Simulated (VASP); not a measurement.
Runs of VASP 6.6.1 on Ge. The structure is that of space group R-3 (No. 148), or close to it. The cells are those of the table. 

```tsv
cell	gap on the mesh (eV)	pressure (GPa)	largest force (eV/Å)
a = 5.776 Å, angles 106.8°, 8 atoms	none	2.0	1.06
a = 6.130 Å, angles 111.8°, 8 atoms	none	(b)	1.49
a = 5.863 Å, angles 107.7°, 8 atoms	none	-0.7	0.88
a = 5.742 Å, angles 107.7°, 8 atoms	none	(a)	0.94
a = 6.187 Å, angles 110.2°, 8 atoms	none	-6.1	0.27
```

Alike in all rows: task single point; level LDA; potentials or basis VASP PAW LDA potentials, release 64 (Ge_d); no spin polarisation; k mesh 9 × 9 × 9; cutoff (eV) 520; smearing gaussian 0.15 eV.

Problem. Estimate the missing entries.

Solution. (a) 4.6; (b) 1.1.

Caveats: forces of over 1 eV/Å act on the atoms, so gaps and moduli don't describe the material at rest (at least some runs); semilocal functionals underestimate gaps, so a narrow gap can read as zero (at least some runs); the cell stands under pressure (at least some runs); the cell stands under tension (at least some runs).

A k mesh can miss the band edges, and the runs leave out spin-orbit coupling on Ge.

A gap of «none» marks levels without a gap at the run's occupations.
